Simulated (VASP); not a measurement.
Here is a VASP 6.6.1 calculation.

The input INCAR:

```
PREC     = Accurate       # precision mode
ENCUT    = 600            # plane-wave cutoff, eV
EDIFF    = 1E-7           # SCF threshold, eV
ISMEAR   = 0              # smearing method
SIGMA    = 0.2            # smearing width, eV
LREAL    = False          # projectors in reciprocal space
LASPH    = True           # aspherical terms in the spheres
NELM     = 80             # most SCF steps
ALGO     = Normal         # electronic algorithm
ISIF     = 3              # what is computed and relaxed
LWAVE    = False          # write WAVECAR
LCHARG   = False          # write CHGCAR
GGA      = PE             # functional
IBRION   = 2              # ionic algorithm
NSW      = 36             # ionic steps
EDIFFG   = -0.08          # ionic threshold
```

Contents of KPOINTS:

```
regular mesh
0
Gamma
  5 5 1
```

POSCAR

```
Hf2TiTe5
1.0
    3.9500000000      0.0000000000      0.0000000000
   -1.9750000000      3.4208003400      0.0000000000
    0.0000000000      0.0000000000     16.0000000000
Hf Ti Te
2 1 5
Direct
    0.6666666700      0.3333333300      0.3950000000
    0.3333333300      0.6666666700      0.0000000000
    0.0000000000      0.0000000000      0.6050000000
    0.3333333300      0.6666666700      0.5000000000
    0.6666666700      0.3333333300      0.7100000000
    0.0000000000      0.0000000000      0.2900000000
    0.6666666700      0.3333333300      0.1080000000
    0.0000000000      0.0000000000      0.8920000000
```

Potentials or basis: VASP PAW PBE potentials, release 64 (Hf_pv, Ti_sv, Te).

Command:

```bash
$ cat potpaw_PBE.64/Hf_pv/POTCAR potpaw_PBE.64/Ti_sv/POTCAR potpaw_PBE.64/Te/POTCAR > POTCAR
$ mpirun -np 1 vasp_std > vasp.out
```

**Question.** Predict the relaxed cell.

**Answer.** a = 3.969 Å, b = 3.969 Å, c = 17.718 Å, α = 90.00°, β = 90.00°, γ = 120.00°.

**Question.** Estimate the space group after relaxing (to 0.05 Å).

**Answer.** P3m1 (No. 156).

Forces in eV/Å, atoms in the order of the input:
```
Hf   0.000  0.000  0.040
Hf   0.000  0.000 -0.018
Ti   0.000  0.000 -0.012
Te   0.000  0.000 -0.048
Te   0.000  0.000  0.015
Te   0.000  0.000  0.013
Te   0.000  0.000 -0.008
Te   0.000  0.000  0.017
```

Caveat: the k points lie up to 0.37 Å⁻¹ apart in the final cell; the relaxation stopped at a loose force limit of 0.08 eV/Å, so its end isn't a converged minimum.
